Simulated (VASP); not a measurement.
# TePb: single point with PBE

The system is TePb.

```
CELL_PARAMETERS angstrom
4.57146 0.00000 0.00000
-2.28573 3.95900 0.00000
0.00000 0.00000 7.95770
ATOMIC_POSITIONS crystal
Pb 0.00000 0.00000 0.00000
Pb 0.00000 0.00000 0.50000
Te 0.33333 0.66667 0.25000
Te 0.66667 0.33333 0.75000
```

- Program: VASP 6.6.1
- Task: single point
- Functional: PBE
- Potentials or basis: VASP PAW PBE potentials, release 64 (Pb_d, Te)
- Cutoff: 520 eV
- k mesh: 6 × 6 × 4
- Occupations: fermi-dirac, width 0.02 eV
- Spin: no spin polarisation
- Dipole correction: no
- Further INCAR settings: ALGO = Normal; EDIFF = 1e-07; NBANDS = 28

| Property | Result |
| --- | --- |
| Pressure | 0.0 GPa |
| Band gap on the k mesh | 0.09 eV (least direct gap 0.22 eV) |

Levels at points of the mesh, in eV from the valence-band top:
```csv
k point,band 16,band 17,band 18,band 19,band 20,band 21,band 22,band 23,band 24,band 25
"(0.00, 0.00, 0.00)",-1.60,-1.60,-1.08,-1.08,-0.13,0.09,1.97,1.97,2.31,2.31
"(0.50, 0.00, 0.00)",-3.81,-2.83,-1.22,-1.21,-1.03,0.20,0.91,1.97,3.58,4.12
"(0.00, 0.00, 0.50)",-1.41,-1.35,-1.35,-1.35,-1.35,2.05,2.05,2.05,2.05,2.05
"(0.50, 0.00, 0.50)",-3.10,-2.48,-2.48,-2.25,-2.25,1.97,1.97,2.71,2.71,2.74
```

Wall time 2.6 min on 1 thread of Intel Xeon 8259CL (shared host), peak memory 0.29 GiB.

Caveat: spin-orbit coupling is left out, which moves the levels of the heavy elements. A k mesh can miss the band edges.
